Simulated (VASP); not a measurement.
# NaScTe2 (P4/mmm) in VASP: settings compared

NaScTe2 is run at these levels: HSE06, r2SCAN; tasks: single point.

Program: VASP 6.6.1. These are calculated values, not measurements. Logs are shortened: lines on timing, memory, paths and dates and some standing lists are left out, and cuts for length are marked.

## Step 1: The cell of the first run

The structure is tetragonal, space group P4/mmm (No. 123). The conventional cell has a = 4.310 Å, b = 4.310 Å, c = 5.899 Å, α = 90.00°, β = 90.00°, γ = 90.00°. Within 3.9 Å of Na (site symmetry 4/mmm) lie 6 Te at 2.95 to 3.05 Å. Within 3.9 Å of Te (site symmetry 4/mmm) lie 2 Na at 2.95 Å and 4 Sc at 3.05 Å. Within 3.9 Å of Te (site symmetry 4/mmm) lie 2 Sc at 2.95 Å and 4 Na at 3.05 Å. Within 3.9 Å of Sc (site symmetry 4/mmm) lie 6 Te at 2.95 to 3.05 Å.

## Step 2: Single point, HSE06

POSCAR reads:

```
NaScTe2
1.0
    4.3099310216      0.0000000000      0.0000000000
    0.0000000000      4.3099310216      0.0000000000
    0.0000000000      0.0000000000      5.8991668760
Na Te Sc
1 2 1
Direct
    0.0000000000      0.0000000000      0.0000000000
    0.0000000000      0.0000000000      0.5000000000
    0.5000000000      0.5000000000      0.0000000000
    0.5000000000      0.5000000000      0.5000000000
```

INCAR.step1 reads:

```
SYSTEM = NaScTe2
  ALGO = Normal
  EDIFF = 1E-5
  ENCUT = 520
  GGA = PE
  ISIF = 2
  ISMEAR = -1
  LASPH = .TRUE.
  LCHARG = .FALSE.
  LREAL = .FALSE.
  LWAVE = .TRUE.
  NBANDS = 23
  NELM = 100
  PREC = Accurate
  SIGMA = 0.02
```

INCAR.step2 reads:

```
SYSTEM = NaScTe2
  ALGO = Normal
  EDIFF = 1E-6
  ENCUT = 520
  GGA = PE
  HFSCREEN = 0.2079
  ISIF = 2
  ISMEAR = -1
  ISTART = 1
  LASPH = .TRUE.
  LCHARG = .FALSE.
  LHFCALC = .TRUE.
  LREAL = .FALSE.
  LWAVE = .FALSE.
  NBANDS = 23
  NELM = 100
  PREC = Accurate
  PRECFOCK = Normal
  SIGMA = 0.02
```

KPOINTS reads:

```
k-points
0
G
  4 4 2
  0 0 0
```

Potentials or basis: VASP PAW PBE potentials, release 64 (Na_pv, Te, Sc_sv).

Command:

```bash
$ cat potpaw_PBE.64/Na_pv/POTCAR potpaw_PBE.64/Te/POTCAR potpaw_PBE.64/Sc_sv/POTCAR > POTCAR
$ cp INCAR.step1 INCAR
$ mpirun -np 1 vasp_std > vasp.out
$ cp INCAR.step2 INCAR
$ mpirun -np 1 vasp_std > vasp.out
```

OUTCAR:

```text
SYSTEM = NaScTe2
   EDIFF = 1E-6
   ENCUT = 520
   GGA = PE
   HFSCREEN = 0.2079
   ISIF = 2
   ISMEAR = -1
   ISTART = 1
   LASPH = .TRUE.
   LHFCALC = .TRUE.
   LREAL = .FALSE.
   NELM = 100
   PREC = Accurate
   PRECFOCK = Normal

 ion  position               nearest neighbor table
   1  0.000  0.000  0.000-   2 2.95   2 2.95   3 3.05   3 3.05   3 3.05   3 3.05
   2  0.000  0.000  0.500-   1 2.95   1 2.95   4 3.05   4 3.05   4 3.05   4 3.05
   3  0.500  0.500  0.000-   4 2.95   4 2.95   1 3.05   1 3.05   1 3.05   1 3.05
   4  0.500  0.500  0.500-   3 2.95   3 2.95   2 3.05   2 3.05   2 3.05   2 3.05

  LATTYP: Found a simple tetragonal cell.
 ALAT       =     4.3099310216
 C/A-ratio  =     1.3687381182

  Lattice vectors:

 A1 = (   4.3099310216,   0.0000000000,   0.0000000000)
 A2 = (   0.0000000000,   4.3099310216,   0.0000000000)
 A3 = (   0.0000000000,   0.0000000000,   5.8991668760)

Analysis of symmetry for initial positions (statically):
=====================================================================
 Subroutine PRICEL returns:
 Original cell was already a primitive cell.

 Routine SETGRP: Setting up the symmetry group for a
 simple tetragonal supercell.

 Subroutine GETGRP returns: Found 16 space group operations
 (whereof 16 operations were pure point group operations)
 out of a pool of 16 trial point group operations.

The static configuration has the point symmetry D_4h.

Analysis of symmetry for dynamics (positions and initial velocities):
=====================================================================
 Subroutine PRICEL returns:
 Original cell was already a primitive cell.

 Routine SETGRP: Setting up the symmetry group for a
 simple tetragonal supercell.

 Subroutine GETGRP returns: Found 16 space group operations
 (whereof 16 operations were pure point group operations)
 out of a pool of 16 trial point group operations.

The dynamic configuration has the point symmetry D_4h.

 Subroutine INISYM returns: Found 16 space group operations
 (whereof 16 operations are pure point group operations),
 and found     1 'primitive' translations

----------------------------------------------------------------------------------------

                                     Primitive cell

  volume of cell :     109.5800

  direct lattice vectors                    reciprocal lattice vectors
     4.309931022  0.000000000  0.000000000     0.232022275  0.000000000  0.000000000
     0.000000000  4.309931022  0.000000000     0.000000000  0.232022275  0.000000000
     0.000000000  0.000000000  5.899166876     0.000000000  0.000000000  0.169515462

  length of vectors
     4.309931022  4.309931022  5.899166876     0.232022275  0.232022275  0.169515462

  position of ions in fractional coordinates (direct lattice)
     0.000000000  0.000000000  0.000000000
     0.000000000  0.000000000  0.500000000
     0.500000000  0.500000000  0.000000000
     0.500000000  0.500000000  0.500000000

  ion indices of the primitive-cell ions
   primitive index   ion index
                 1           1
                 2           2
                 3           3
                 4           4

----------------------------------------------------------------------------------------

 KPOINTS: k-points

Automatic generation of k-mesh.
 Grid dimensions read from file:
 generate k-points for:    4    4    2

 Generating k-lattice:

  Cartesian coordinates                     Fractional coordinates (reciprocal lattice)
     0.058005569  0.000000000  0.000000000     0.250000000  0.000000000  0.000000000
     0.000000000  0.058005569  0.000000000     0.000000000  0.250000000  0.000000000
     0.000000000  0.000000000  0.084757731     0.000000000  0.000000000  0.500000000

  Length of vectors
     0.058005569  0.058005569  0.084757731

  Shift w.r.t. Gamma in fractional coordinates (k-lattice)
     0.000000000  0.000000000  0.000000000

 Subroutine IBZKPT returns following result:
 ===========================================

 Found     12 irreducible k-points:

 Following reciprocal coordinates:
            Coordinates               Weight
  0.000000  0.000000  0.000000      1.000000
  0.250000  0.000000  0.000000      4.000000
  0.500000  0.000000  0.000000      2.000000
  0.250000  0.250000  0.000000      4.000000
  0.500000  0.250000  0.000000      4.000000
  0.500000  0.500000  0.000000      1.000000
  0.000000  0.000000  0.500000      1.000000
  0.250000  0.000000  0.500000      4.000000
  0.500000  0.000000  0.500000      2.000000
  0.250000  0.250000  0.500000      4.000000
  0.500000  0.250000  0.500000      4.000000
  0.500000  0.500000  0.500000      1.000000
   k-points           NKPTS =     12   k-points in BZ     NKDIM =     32   number of bands    NBANDS=     23
   number of dos      NEDOS =    301   number of ions     NIONS =      4
   total plane-waves  NPLWV =  49152
   dimension x,y,z NGX =    32 NGY =   32 NGZ =   48
   dimension x,y,z NGXF=    64 NGYF=   64 NGZF=   96
   ions per type =               1   2   1
   NGX,Y,Z   is equivalent  to a cutoff of  12.34, 12.34, 13.53 a.u.
   NGXF,Y,Z  is equivalent  to a cutoff of  24.69, 24.69, 27.05 a.u.
 SYSTEM =  NaScTe2
   PREC   = accura    normal or accurate (medium, high low for compatibility)
   ISTART =      1    job   : 0-new  1-cont  2-samecut
   ICHARG =      0    charge: 1-file 2-atom 10-const
   ISPIN  =      1    spin polarized calculation?
   LNONCOLLINEAR =      F non collinear calculations
   LSORBIT =      F    spin-orbit coupling
   LASPH  =      T    aspherical Exc in radial PAW
   ENCUT  =  520.0 eV  38.22 Ry    6.18 a.u.   8.01  8.01 10.97*2*pi/ulx,y,z
   NELM   =    100;   NELMIN=  2; NELMDL=  0     # of ELM steps
   EDIFF  = 0.1E-05   stopping-criterion for ELM
   LREAL  =      F    real-space projection
   EDIFFG = 0.1E-04   stopping-criterion for IOM
   NSW    =      0    number of steps for IOM
   IBRION =     -1    ionic relax: 0-MD 1-quasi-New 2-CG
   NFREE  =      0    steps in history (QN), initial steepest desc. (CG)
   ISIF   =      2    stress and relaxation
   ISYM   =      3    0-nonsym 1-usesym 2-fastsym
   POTIM  = 0.5000    time-step for ionic-motion
   TEBEG  =    0.0;   TEEND  =   0.0 temperature during run
   PSTRESS=    0.0 pullay stress
   NELECT =      30.0000    total number of electrons
   NUPDOWN=      -1.0000    fix difference up-down
   EMIN   =  10.00;   EMAX   =-10.00  energy-range for DOS
   EFERMI =   0.00;   METHOD = LEGACY
   ISMEAR =    -1;   SIGMA  =   0.02  broadening in eV -4-tet -1-fermi 0-gaus
   EFERMI_NEDOS =   21; number of points for ismear=-14 and -15
   IALGO  =     38    algorithm
   IMIX   =      1    mixing-type and parameters
     AMIX     =   0.40;   BMIX     =  1.00
     AMIX_MAG =   1.60;   BMIX_MAG =  1.00
  volume/ion in A,a.u.               =      27.40       184.87
  Fermi-wavevector in a.u.,A,eV,Ry     =   1.063012  2.008801 15.374507  1.129994
  Thomas-Fermi vector in A             =   2.198482
   LORBIT       =      0    0 simple, 1 ext, 2 COOP (PROOUT), +10 PAW based schemes
   GGA     = PE    functional components
   LHFCALC =     T    Hartree Fock is set to
   PRECFOCK=normal    Normal, Fast or Accurate (Low or Medium for compatibility)
   ENCUT4O =  -1.0   cutoff for four orbital integrals eV
   NKREDX  =     1    reduce k-point grid by
   NKREDY  =     1    reduce k-point grid by
   NKREDZ  =     1    reduce k-point grid by
   AEXX    =    0.2500 exact exchange contribution
   HFSCREEN=    0.2079 screening length (either q_TF or 0.3 A-1)
   HFSCREENC=   0.2079 screening length for correlation (either q_TF or 0.3 A-1)
   ENCUTFOCK=  -1.0 apply spherical cutoff to Coloumb kernel
   IVDW    =     0    specifies the selected vdW correction
   LEPSILON=     F    determine dielectric tensor
   LRPA    =     F    only Hartree local field effects (RPA)
 non-spin polarized calculation
  energy-cutoff  :      520.00
  volume of cell :      109.58
 maximum number of plane-waves:      2982
  NGX = 28; NGY = 28; NGZ = 36

 number of electron      29.9999991 magnetization

 Free energy of the ion-electron system (eV)
  ---------------------------------------------------
  ext. energy  EPLUGINS =         0.00000000
  ---------------------------------------------------
  free energy    TOTEN  =       -21.29447525 eV

  energy without entropy =      -21.29357834  energy(sigma->0) =      -21.29402680

 E-fermi :   4.4012     XC(G=0):  -7.6564

 val. band max:        4.3411986229   @ k =   0.0000   0.0000   0.0000
 cond. band min:       4.4477482519   @ k =   0.0000   0.0000   0.0000
 fundamental gap:      0.1065496290
 Fermi energy:         4.4012131052

 k-point     1 :       0.0000    0.0000    0.0000
  band No.  band energies     occupation
      1     -51.2372      2.00000
      2     -28.2550      2.00000
      3     -28.2550      2.00000
      4     -28.1591      2.00000
      5     -21.4553      2.00000
      6     -21.4164      2.00000
[... 15 lines left out ...]
     22       8.9212      0.00000
     23      10.0221      0.00000

 k-point     2 :       0.2500    0.0000    0.0000
  band No.  band energies     occupation
      1     -51.2370      2.00000
      2     -28.2618      2.00000
      3     -28.2529      2.00000
      4     -28.1584      2.00000
      5     -21.4551      2.00000
      6     -21.4197      2.00000
[... 15 lines left out ...]
     22      10.0448      0.00000
     23      11.3943      0.00000

 k-point     3 :       0.5000    0.0000    0.0000
  band No.  band energies     occupation
      1     -51.2368      2.00000
      2     -28.2686      2.00000
      3     -28.2508      2.00000
      4     -28.1578      2.00000
      5     -21.4548      2.00000
      6     -21.4230      2.00000
[... 15 lines left out ...]
     22      10.5134      0.00000
     23      11.1992      0.00000
[... 183 lines left out ...]
 k-point    11 :       0.5000    0.2500    0.5000
  band No.  band energies     occupation
      1     -51.2365      2.00000
      2     -28.2680      2.00000
      3     -28.2589      2.00000
      4     -28.1544      2.00000
      5     -21.4546      2.00000
      6     -21.4221      2.00000
[... 15 lines left out ...]
     22      10.2998      0.00000
     23      10.6282      0.00000

 k-point    12 :       0.5000    0.5000    0.5000
  band No.  band energies     occupation
      1     -51.2361      2.00000
      2     -28.2677      2.00000
      3     -28.2677      2.00000
      4     -28.1541      2.00000
      5     -21.4544      2.00000
      6     -21.4213      2.00000
[... 15 lines left out ...]
     22      11.3925      0.00000
     23      11.5662      0.00000

------------------------ aborting loop because EDIFF is reached ----------------------------------------

  FORCE on cell =-STRESS in cart. coord.  units (eV):
  Direction    XX          YY          ZZ          XY          YZ          ZX
  --------------------------------------------------------------------------------------
  -------------------------------------------------------------------------------------
  Total       -0.0370786     -0.0370786     -0.2230221      0.0000000     -0.0000000     -0.0000000
  in kB       -0.5421283     -0.5421283     -3.2608230      0.0000000     -0.0000000     -0.0000000
  external PRESSURE =      -1.4483599 kB  Pullay stress =       0.0000000 kB

 VOLUME and BASIS-vectors are now :
 -----------------------------------------------------------------------------
  energy-cutoff  :      520.00
  volume of cell :      109.58
      direct lattice vectors                 reciprocal lattice vectors
     4.309931022  0.000000000  0.000000000     0.232022275  0.000000000  0.000000000
     0.000000000  4.309931022  0.000000000     0.000000000  0.232022275  0.000000000
     0.000000000  0.000000000  5.899166876     0.000000000  0.000000000  0.169515462

 POSITION                                       TOTAL-FORCE (eV/Angst)
 -----------------------------------------------------------------------------------
      0.00000      0.00000      0.00000         0.000000      0.000000      0.000000
      0.00000      0.00000      2.94958         0.000000      0.000000      0.000000
      2.15497      2.15497      0.00000         0.000000      0.000000      0.000000
      2.15497      2.15497      2.94958         0.000000      0.000000      0.000000
 -----------------------------------------------------------------------------------
    total drift:                               -0.000007     -0.000001      0.000009

  FREE ENERGIE OF THE ION-ELECTRON SYSTEM (eV)
  ---------------------------------------------------
  free  energy   TOTEN  =       -21.2944752476 eV

  energy  without entropy=      -21.2935783443  energy(sigma->0) =      -21.29402680
```

Run time: 20 min. Hardware: 1 thread of Intel Xeon Platinum 8559C (Emerald Rapids), shared host; peak memory 0.37 GiB.

What came out:

```
Free energy            : -21.2945 eV
Pressure               : -0.1 GPa
Band gap on the k mesh : 0.11 eV
```

Levels at points of the mesh, in eV from the valence-band top:
```tsv
k point	band 13	band 14	band 15	band 16	band 17	band 18
(0.00, 0.00, 0.00)	-0.28	0.00	0.00	0.11	0.93	1.41
(0.50, 0.00, 0.00)	-2.81	-2.49	-0.40	1.57	1.87	2.10
(0.50, 0.50, 0.00)	-1.91	-1.53	-1.53	0.62	0.62	1.53
(0.00, 0.00, 0.50)	-1.94	-1.06	-1.06	0.16	0.94	2.07
(0.50, 0.00, 0.50)	-2.69	-0.79	-0.57	1.94	2.31	2.54
(0.50, 0.50, 0.50)	-2.86	-2.86	-2.33	1.56	1.99	1.99
```

Caveat: the k points lie up to 0.53 Å⁻¹ apart; the PAW data sets were made with another functional, which shifts forces and pressure a little; spin-orbit coupling is left out, which moves the levels of the heavy elements.

[end of part 1 of 2]

The gap in the log of VASP goes by the Fermi energy; the results here count the filled bands.